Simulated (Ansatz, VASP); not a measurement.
**Two plane-wave programs on BaZrO3**

The input INCAR:

```
SYSTEM = BaZrO3
  ALGO = Normal
  EDIFF = 1E-6
  ENCUT = 1340
  GGA = PS
  GGA_COMPAT = .False.
  ISIF = 2
  ISMEAR = 0
  LASPH = .True.
  LCHARG = .False.
  LREAL = .False.
  LWAVE = .False.
  NBANDS = 28
  NELM = 120
  PREC = Accurate
  SIGMA = 0.01
```

File KPOINTS:

```
k-points
0
Gamma
  4 4 4
  0 0 0
```

File POSCAR:

```
BaZrO3
1.0
    4.1913400000      0.0000000000      0.0000000000
    0.0000000000      4.1913400000      0.0000000000
    0.0000000000      0.0000000000      4.1913400000
Ba Zr O
1 1 3
Direct
    0.0000000000      0.0000000000      0.0000000000
    0.5000000000      0.5000000000      0.5000000000
    0.0000000000      0.5000000000      0.5000000000
    0.5000000000      0.0000000000      0.5000000000
    0.5000000000      0.5000000000      0.0000000000
```

Input for Ansatz:

```yaml
crystal:
  lattice:
    - [4.19134, 0.0, 0.0]
    - [0.0, 4.19134, 0.0]
    - [0.0, 0.0, 4.19134]
  atoms:
    - { symbol: Ba, position: [0.0, 0.0, 0.0] }
    - { symbol: Zr, position: [0.5, 0.5, 0.5] }
    - { symbol: O, position: [0.0, 0.5, 0.5] }
    - { symbol: O, position: [0.5, 0.0, 0.5] }
    - { symbol: O, position: [0.5, 0.5, 0.0] }
basis:
  ecutwfc: 500.0
kpoints:
  mp_grid:
    grid: [4, 4, 4]
hamiltonian:
  xc: pbesol
scf:
  occupations:
    method: fixed
output:
  stress: true
```

Alike in both runs: task single point; functional PBEsol; k mesh 4 × 4 × 4; no spin polarisation.

|  | VASP | Ansatz |
| --- | --- | --- |
| version | VASP 6.6.1 | Ansatz 0.2.0 |
| potentials or method | VASP PAW PBE potentials, release 64 (Ba_sv, Zr_sv, O_h), cutoff 1340 eV | plane waves, PAW |
| occupations | gaussian, width 0.01 eV | fixed |
| valence electrons in the cell | 40 | 40 |

Ansatz gave:

- pressure (GPa): -1.2

**Question.** Which values does VASP return?

**Answer.** Pressure (GPa): -0.2.

VASP's potentials were made for PBE, not for PBEsol.

Spin-orbit coupling is off throughout.
